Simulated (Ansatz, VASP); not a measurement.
Two plane-wave programs on H4CO

Contents of POSCAR:

```
H4CO
1.0
    7.3803230000      0.0000000000      0.0000000000
    0.0000000000      7.3803230000      0.0000000000
    0.0000000000      0.0000000000      7.3803230000
C O H
6 6 24
Direct
    0.4259802000      0.3110266000      0.7607306000
    0.6707813000      0.8802593000      0.8809833000
    0.9246191000      0.4651727000      0.5738603000
    0.6267810000      0.4742259000      0.2211012000
    0.2515322000      1.0000070000      0.2879865000
    0.2508027000      0.8790013000      0.8236256000
    0.3229358000      0.2431853000      0.9088926000
    0.8085355000      0.7496367000      0.8473074000
    0.9674938000      0.3706619000      0.4113733000
    0.4684488000      0.3983395000      0.3007550000
    0.2392221000      0.8076202000      0.2908705000
    0.2900219000      0.7238482000      0.7160991000
    0.3358115000      0.3999896000      0.6849075000
    0.4013215000      0.1635117000      0.9780433000
    0.5436402000      0.3900444000      0.8053961000
    0.4725530000      0.2027720000      0.6702066000
    0.5894814000      0.8269557000      0.9920823000
    0.8823901000      0.7950141000      0.7485127000
    0.7265829000      1.0116842000      0.9221702000
    0.5823468000      0.9005334000      0.7632930000
    0.9295945000      0.3652338000      0.6824026000
    0.9636810000      0.4578125000      0.3130663000
    1.0227040000      0.5726266000      0.6041209000
    0.7883367000      0.5243139000      0.5703807000
    0.6486781000      0.6039582000      0.2880639000
    0.4468864000      0.2824713000      0.2425860000
    0.7468378000      0.3892786000      0.2423854000
    0.6104903000      0.4984836000      0.0753999000
    0.1128087000      1.0504004000      0.2911874000
    0.3618328000      0.7603671000      0.2880772000
    0.3239549000      1.0536303000      0.4061482000
    0.3172225000      1.0504400000      0.1646010000
    0.1809745000      0.9741968000      0.7349927000
    0.3523654000      0.6374552000      0.7930638000
    0.1616873000      0.8471201000      0.9381888000
    0.3738583000      0.9442778000      0.8753844000
```

INCAR.step1

```
SYSTEM = H4CO
PREC = Accurate
ENCUT = 520
ISMEAR = -1
SIGMA = 0.02
LREAL = Auto
LASPH = .TRUE.
NELM = 100
GGA = PE
ALGO = Normal
EDIFF = 1E-4
LWAVE = .TRUE.
LCHARG = .FALSE.
```

File INCAR.step2:

```
SYSTEM = H4CO
PREC = Accurate
ENCUT = 520
EDIFF = 1E-7
ISMEAR = -1
SIGMA = 0.02
LREAL = Auto
LASPH = .TRUE.
NELM = 100
ALGO = Normal
ISIF = 2
LWAVE = .FALSE.
LCHARG = .FALSE.
METAGGA = R2SCAN
LMIXTAU = .TRUE.
IVDW = 12
VDW_S6 = 1.0
VDW_S8 = 0.78981345
VDW_A1 = 0.49484001
VDW_A2 = 5.73083694
IBRION = 2
NSW = 35
EDIFFG = -0.3
ISTART = 1
```

The input KPOINTS:

```
Automatic mesh
0
G
  1 1 1
  0 0 0
```

Input for Ansatz:

```yaml
crystal:
  lattice:
    - [7.380323, 0.0, 0.0]
    - [0.0, 7.380323, 0.0]
    - [0.0, 0.0, 7.380323]
  atoms:
    - { symbol: C, position: [0.4259802, 0.3110266, 0.7607306] }
    - { symbol: O, position: [0.3229358, 0.2431853, 0.9088926] }
    - { symbol: H, position: [0.3358115, 0.3999896, 0.6849075] }
    - { symbol: H, position: [0.4013215, 0.1635117, 0.9780433] }
    - { symbol: H, position: [0.5436402, 0.3900444, 0.8053961] }
    - { symbol: H, position: [0.472553, 0.202772, 0.6702066] }
    - { symbol: C, position: [0.6707813, 0.8802593, 0.8809833] }
    - { symbol: O, position: [0.8085355, 0.7496367, 0.8473074] }
    - { symbol: H, position: [0.5894814, 0.8269557, 0.9920823] }
    - { symbol: H, position: [0.8823901, 0.7950141, 0.7485127] }
    - { symbol: H, position: [0.7265829, 1.0116842, 0.9221702] }
    - { symbol: H, position: [0.5823468, 0.9005334, 0.763293] }
    - { symbol: C, position: [0.9246191, 0.4651727, 0.5738603] }
    - { symbol: O, position: [0.9674938, 0.3706619, 0.4113733] }
    - { symbol: H, position: [0.9295945, 0.3652338, 0.6824026] }
    - { symbol: H, position: [0.963681, 0.4578125, 0.3130663] }
    - { symbol: H, position: [1.022704, 0.5726266, 0.6041209] }
    - { symbol: H, position: [0.7883367, 0.5243139, 0.5703807] }
    - { symbol: C, position: [0.626781, 0.4742259, 0.2211012] }
    - { symbol: O, position: [0.4684488, 0.3983395, 0.300755] }
    - { symbol: H, position: [0.6486781, 0.6039582, 0.2880639] }
    - { symbol: H, position: [0.4468864, 0.2824713, 0.242586] }
    - { symbol: H, position: [0.7468378, 0.3892786, 0.2423854] }
    - { symbol: H, position: [0.6104903, 0.4984836, 0.0753999] }
    - { symbol: C, position: [0.2515322, 1.000007, 0.2879865] }
    - { symbol: O, position: [0.2392221, 0.8076202, 0.2908705] }
    - { symbol: H, position: [0.1128087, 1.0504004, 0.2911874] }
    - { symbol: H, position: [0.3618328, 0.7603671, 0.2880772] }
    - { symbol: H, position: [0.3239549, 1.0536303, 0.4061482] }
    - { symbol: H, position: [0.3172225, 1.05044, 0.164601] }
    - { symbol: C, position: [0.2508027, 0.8790013, 0.8236256] }
    - { symbol: O, position: [0.2900219, 0.7238482, 0.7160991] }
    - { symbol: H, position: [0.1809745, 0.9741968, 0.7349927] }
    - { symbol: H, position: [0.3523654, 0.6374552, 0.7930638] }
    - { symbol: H, position: [0.1616873, 0.8471201, 0.9381888] }
    - { symbol: H, position: [0.3738583, 0.9442778, 0.8753844] }
basis:
  ecutwfc: 500.0
kpoints:
  mp_grid: { grid: [1, 1, 1] }
hamiltonian:
  xc: r2scan
  dispersion: d3bj
scf:
  occupations: { method: fermi_dirac, width: 0.02 }
  lower_state_search: "off"
relax:
  f_tol: 0.3
  max_steps: 15
  adjacent_minimum: "off"
output:
  write_density: true
  write_potential: true
  elf: true
  volumetric_format: npy
```

Alike in both runs: task relaxation of the atoms; functional r2SCAN; dispersion D3(BJ); k mesh 1 × 1 × 1; occupations fermi-dirac, width 0.02 eV; no spin polarisation.

|  | VASP | Ansatz |
| --- | --- | --- |
| version | VASP 6.6.1 | Ansatz 0.2.0 |
| potentials or method | VASP PAW PBE potentials, release 64 (C, O, H), cutoff 520 eV | scalar-relativistic, plane waves, PAW |
| valence electrons in the cell | 84 | 84 |

Ansatz gave:

- gap on the k mesh at the Fermi level, each at its own relaxed structure (eV): 5.36

Problem. What did VASP give for the same quantities?

Solution. gap on the k mesh at the Fermi level, each at its own relaxed structure (eV): 5.20.

VASP's potentials were made for PBE, not for r2SCAN. Ansatz's warnings: dispersion damping borrowed, xc potential rough in thin density.
